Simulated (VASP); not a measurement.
# Na7Cl8 (a cell with a defect) in VASP: single point with PBE

Aim: the single point of Na7Cl8 (a cell with a defect) with PBE.

All numbers are computed with VASP 6.6.1; they aren't measurements. Logs are shortened: lines on timing, memory, paths and dates and some standing lists are left out, and cuts for length are marked.

## Step 1: The cell of the first run

The cell holds a defect, 15 atoms: a = 8.348 Å, b = 8.348 Å, c = 8.348 Å, α = 60.00°, β = 60.00°, γ = 60.00°.

## Step 2: Single point, PBE

Input file INCAR:

```
ALGO     = Normal         # electronic algorithm
EDIFF    = 1E-6           # SCF threshold, eV
ENCUT    = 520            # plane-wave cutoff, eV
GGA      = PE             # functional
ISIF     = 2              # what is computed and relaxed
ISMEAR   = -1             # smearing method
LASPH    = True           # aspherical terms in the spheres
LCHARG   = False          # write CHGCAR
LREAL    = Auto         
LWAVE    = False          # write WAVECAR
NBANDS   = 66             # bands
NELM     = 100            # most SCF steps
PREC     = Accurate       # precision mode
SIGMA    = 0.05           # smearing width, eV
```

Input file KPOINTS:

```
k-points
0
Gamma
  2 2 2
```

Input file POSCAR:

```
Na7Cl8
1.0
    0.0000000000      5.9031470000      5.9031470000
    5.9031470000      0.0000000000      5.9031470000
    5.9031470000      5.9031470000      0.0000000000
Na Cl
7 8
Direct
   -0.0707503981     -0.1206390422      0.1342419560
    0.0014568500      0.5137429239     -0.1452615020
   -0.0110364861      0.3442994050      0.3187706489
    0.4218597301     -0.1669448516      0.2960116019
    0.3548446278     -0.0194641943      0.6602071742
    0.6183312054      0.3951112856     -0.1043850001
    0.6914532198      0.1039699672      0.5623187090
    0.4953798372      0.1253229845      0.3167801852
    0.3394884119      0.2513998042      0.7919419930
   -0.0033795533      0.7769499896      0.4632698457
   -0.0631951059      1.1495986802      0.7430697558
    0.8125327050      0.3181523347      0.1627945230
    0.6808910569      0.6330013466      0.4626515315
    1.2024603148      0.5923620062     -0.0552078408
    0.5318264986      0.7692591765      0.9707957467
```

Potentials or basis: VASP PAW PBE potentials, release 64 (Na_pv, Cl).

Launch:

```sh
$ cat potpaw_PBE.64/Na_pv/POTCAR potpaw_PBE.64/Cl/POTCAR > POTCAR
$ mpirun -np 1 vasp_std > vasp.out
```

OUTCAR:

```text
EDIFF = 1E-6
   ENCUT = 520
   GGA = PE
   ISIF = 2
   ISMEAR = -1
   LASPH = True
   LREAL = Auto
   NELM = 100
   PREC = Accurate

 ion  position               nearest neighbor table
   1  0.929  0.879  0.134-  10 2.70
   2  0.001  0.514  0.855-  12 2.47   9 2.55  14 2.58
   3  0.989  0.344  0.319-  12 2.54
   4  0.422  0.833  0.296-  13 2.54  15 2.64
   5  0.355  0.981  0.660-   8 2.38
   6  0.618  0.395  0.896-  11 2.58
   7  0.691  0.104  0.562-   9 2.63
   8  0.495  0.125  0.317-   5 2.38
   9  0.339  0.251  0.792-   2 2.55   7 2.63
  10  0.997  0.777  0.463-   1 2.70
  11  0.937  0.150  0.743-   6 2.58
  12  0.813  0.318  0.163-   2 2.47   3 2.54
  13  0.681  0.633  0.463-   4 2.54
  14  0.202  0.592  0.945-   2 2.58
  15  0.532  0.769  0.971-   4 2.64

  LATTYP: Found a face centered cubic cell.
 ALAT       =    11.8062940000

  Lattice vectors:

 A1 = (   0.0000000000,   5.9031470000,   5.9031470000)
 A2 = (   5.9031470000,   0.0000000000,   5.9031470000)
 A3 = (   5.9031470000,   5.9031470000,   0.0000000000)

Analysis of symmetry for initial positions (statically):
=====================================================================
 Subroutine PRICEL returns:
 Original cell was already a primitive cell.

 Routine SETGRP: Setting up the symmetry group for a
 face centered cubic supercell.

 Subroutine GETGRP returns: Found  1 space group operations
 (whereof  1 operations were pure point group operations)
 out of a pool of 48 trial point group operations.

The static configuration has the point symmetry C_1 .

Analysis of symmetry for dynamics (positions and initial velocities):
=====================================================================
 Subroutine PRICEL returns:
 Original cell was already a primitive cell.

 Routine SETGRP: Setting up the symmetry group for a
 face centered cubic supercell.

 Subroutine GETGRP returns: Found  1 space group operations
 (whereof  1 operations were pure point group operations)
 out of a pool of 48 trial point group operations.

The dynamic configuration has the point symmetry C_1 .

 Subroutine INISYM returns: Found  1 space group operations
 (whereof  1 operations are pure point group operations),
 and found     1 'primitive' translations

[... 114 lines left out ...]
   NELECT =     105.0000    total number of electrons
   NUPDOWN=      -1.0000    fix difference up-down
   EMIN   =  10.00;   EMAX   =-10.00  energy-range for DOS
   EFERMI =   0.00;   METHOD = LEGACY
   ISMEAR =    -1;   SIGMA  =   0.05  broadening in eV -4-tet -1-fermi 0-gaus
   EFERMI_NEDOS =   21; number of points for ismear=-14 and -15
   IALGO  =     38    algorithm
   IMIX   =      4    mixing-type and parameters
     AMIX     =   0.40;   BMIX     =  1.00
     AMIX_MAG =   1.60;   BMIX_MAG =  1.00
  volume/ion in A,a.u.               =      27.43       185.09
  Fermi-wavevector in a.u.,A,eV,Ry     =   1.038431  1.962350 14.671694  1.078339
  Thomas-Fermi vector in A             =   2.172915
   LORBIT       =      0    0 simple, 1 ext, 2 COOP (PROOUT), +10 PAW based schemes
   GGA     = PE    functional components
   LHFCALC =     F    Hartree Fock is set to
   AEXX    =    0.0000 exact exchange contribution
   IVDW    =     0    specifies the selected vdW correction
   LEPSILON=     F    determine dielectric tensor
   LRPA    =     F    only Hartree local field effects (RPA)
 non-spin polarized calculation
  energy-cutoff  :      520.00
  volume of cell :      411.42
 maximum number of plane-waves:     11054
 NGX is ok and might be reduce to    64
   NGX = 31   NGY = 31   NGZ = 31

 number of electron     104.9999991 magnetization

 Free energy of the ion-electron system (eV)
  ---------------------------------------------------
  ext. energy  EPLUGINS =         0.00000000
  ---------------------------------------------------
  free energy    TOTEN  =       -45.59411612 eV

  energy without entropy =      -45.49188282  energy(sigma->0) =      -45.54299947

 E-fermi :  -1.2596     XC(G=0):  -7.2755

 val. band max:       -1.2616426182   @ k =   0.5000   0.0000   0.5000
 cond. band min:      -1.2426034229   @ k =   0.0000   0.5000   0.0000
 fundamental gap:      0.0190391953
 Fermi energy:        -1.2595679788

 k-point     1 :       0.0000    0.0000    0.0000
  band No.  band energies     occupation
      1     -23.2858      2.00000
      2     -23.2628      2.00000
      3     -23.2378      2.00000
      4     -23.1848      2.00000
      5     -23.1129      2.00000
      6     -23.1005      2.00000
[... 525 lines left out ...]
     63       7.0759      0.00000
     64       7.3735      0.00000
 [bands above 64 left out]

------------------------ aborting loop because EDIFF is reached ----------------------------------------

  FORCE on cell =-STRESS in cart. coord.  units (eV):
  Direction    XX          YY          ZZ          XY          YZ          ZX
  --------------------------------------------------------------------------------------
  -------------------------------------------------------------------------------------
  Total        0.6974863      0.6062638      3.5497474     -0.5134031      0.6741503      0.4142404
  in kB        2.7162235      2.3609753     13.8237937     -1.9993477      2.6253458      1.6131777
  external PRESSURE =       6.3003308 kB  Pullay stress =       0.0000000 kB

 VOLUME and BASIS-vectors are now :
 -----------------------------------------------------------------------------
  energy-cutoff  :      520.00
  volume of cell :      411.42
      direct lattice vectors                 reciprocal lattice vectors
     0.000000000  5.903147000  5.903147000    -0.084700584  0.084700584  0.084700584
     5.903147000  0.000000000  5.903147000     0.084700584 -0.084700584  0.084700584
     5.903147000  5.903147000  0.000000000     0.084700584  0.084700584 -0.084700584

 POSITION                                       TOTAL-FORCE (eV/Angst)
 -----------------------------------------------------------------------------------
      5.98345      6.27795     10.67649         0.137413     -0.011258     -0.034360
      8.07835      5.05425      3.04130        -0.137133     -0.869578      0.527643
      3.91420      7.71975      7.87045         0.336668      0.480654      0.575797
      6.66505      4.23770      7.40795        -0.024658     -0.331172     -0.214590
      9.68555      5.99200      7.88295         0.649999      0.530389     -1.072539
      7.61935      8.93705      5.98250         0.465197     -0.252379     -0.161543
      3.93320      7.40120      4.69550        -0.185756      0.154891      0.021692
      2.60980      4.79430      3.66410        -0.630713     -0.916716      0.234484
      6.15900      6.67900      3.48810        -0.517177      0.437912     -0.081473
      7.32120      8.61795     10.46965         0.245884      0.302704      0.399747
      5.26955      9.91655      6.41320        -0.505235      0.036955     -0.056469
      2.83910      5.75750      6.67460         0.023893      0.189926     -0.394951
      6.46780      6.75050      7.75610        -0.120806      0.283299     -0.183130
      9.07405      6.77240      4.69195         0.523774      0.211052      0.212977
     10.27180      8.87020      7.68050        -0.261351     -0.246678      0.226715
 -----------------------------------------------------------------------------------
    total drift:                                0.001912     -0.002639     -0.000506

  FREE ENERGIE OF THE ION-ELECTRON SYSTEM (eV)
  ---------------------------------------------------
  free  energy   TOTEN  =       -45.5941161249 eV

  energy  without entropy=      -45.4918828196  energy(sigma->0) =      -45.54299947
```

OSZICAR:

```text
N       E                     dE             d eps       ncg     rms          rms(c)
DAV:   1     0.112896831941E+04    0.11290E+04   -0.48787E+04  1064   0.155E+03
DAV:   2     0.115651362274E+03   -0.10133E+04   -0.97703E+03  1192   0.402E+02
DAV:   3    -0.395750210355E+02   -0.15523E+03   -0.15365E+03  1260   0.168E+02
DAV:   4    -0.473836589793E+02   -0.78086E+01   -0.77258E+01  1216   0.400E+01
[... 12 lines left out ...]
DAV:  17    -0.455941327739E+02   -0.78474E-04   -0.36124E-04  1136   0.642E-02    0.453E-02
DAV:  18    -0.455941368196E+02   -0.40457E-05   -0.24990E-05  1278   0.214E-02    0.437E-02
DAV:  19    -0.455941145709E+02    0.22249E-04   -0.13071E-04  1280   0.228E-02    0.125E-02
DAV:  20    -0.455941162911E+02   -0.17203E-05   -0.12650E-05   976   0.114E-02    0.116E-02
DAV:  21    -0.455941161249E+02    0.16629E-06   -0.62375E-07   864   0.335E-03
   1 F= -.45594116E+02 E0= -.45542999E+02  d E =-.102233E+00
```

Wall time 14 min (1 thread of AMD EPYC 7R43 (Zen 3), shared host); peak memory 0.55 GiB.

Results:

```
Free energy   : -45.5941 eV
Pressure      : 0.6 GPa
Largest force : 1.362 eV/Å
```

Forces on the atoms (eV/Å):
```
Na   0.137 -0.011 -0.034
Na  -0.137 -0.870  0.528
Na   0.337  0.481  0.576
Na  -0.025 -0.331 -0.215
Na   0.650  0.530 -1.073
Na   0.465 -0.252 -0.162
Na  -0.186  0.155  0.022
Cl  -0.631 -0.917  0.234
Cl  -0.517  0.438 -0.081
Cl   0.246  0.303  0.400
Cl  -0.505  0.037 -0.056
Cl   0.024  0.190 -0.395
Cl  -0.121  0.283 -0.183
Cl   0.524  0.211  0.213
Cl  -0.261 -0.247  0.227
```

Caveat: the k points lie up to 0.46 Å⁻¹ apart; an odd number of electrons without spin polarisation forces a metal; a magnetic or distorted state may lie lower.
